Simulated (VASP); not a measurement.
A run of VASP 6.6.1:

File POSCAR:

```
KCl
1.0
    3.9144934694      0.0000000000      0.0000000000
    0.0000000000      3.9144934694      0.0000000000
    0.0000000000      0.0000000000      3.9144934694
K Cl
1 1
Direct
    0.0000000000      0.0000000000      0.0000000000
    0.5000000000      0.5000000000      0.5000000000
```

Contents of INCAR.step1:

```
SYSTEM = KCl
PREC = Accurate ; ENCUT = 520
ISMEAR = -1 ; SIGMA = 0.05
LREAL = .FALSE. ; LASPH = .TRUE.
NELM = 60 ; NBANDS = 15
GGA = PE ; ALGO = Normal
EDIFF = 1E-4 ; LWAVE = .TRUE.
LCHARG = .FALSE.
```

File INCAR.step2:

```
SYSTEM = KCl
PREC = Accurate ; ENCUT = 520
EDIFF = 1E-7 ; ISMEAR = -1
SIGMA = 0.05 ; LREAL = .FALSE.
LASPH = .TRUE. ; NELM = 60
ALGO = Normal ; ISIF = 2
LWAVE = .FALSE. ; LCHARG = .TRUE.
METAGGA = R2SCAN ; LMIXTAU = .TRUE.
LELF = .TRUE. ; LVHAR = .TRUE.
NBANDS = 15 ; ISTART = 1
```

KPOINTS

```
Automatic mesh
0
G
  7 7 7
  0 0 0
```

Potentials or basis: VASP PAW PBE potentials, release 64 (K_sv, Cl).

Command:

```sh
$ cat potpaw_PBE.64/K_sv/POTCAR potpaw_PBE.64/Cl/POTCAR > POTCAR
$ cp INCAR.step1 INCAR
$ mpirun -np 1 vasp_std > vasp.out
$ cp INCAR.step2 INCAR
$ mpirun -np 1 vasp_std > vasp.out
```

Hardware: 1 thread of Intel(R) Xeon(R) Platinum 8488C (Sapphire Rapids) (shared host).

Q: How long does it take, and how much memory?

A: Wall time 70 s on 1 thread of Intel(R) Xeon(R) Platinum 8488C (Sapphire Rapids) (shared host), peak memory 0.17 GiB. Counts: k points 20.
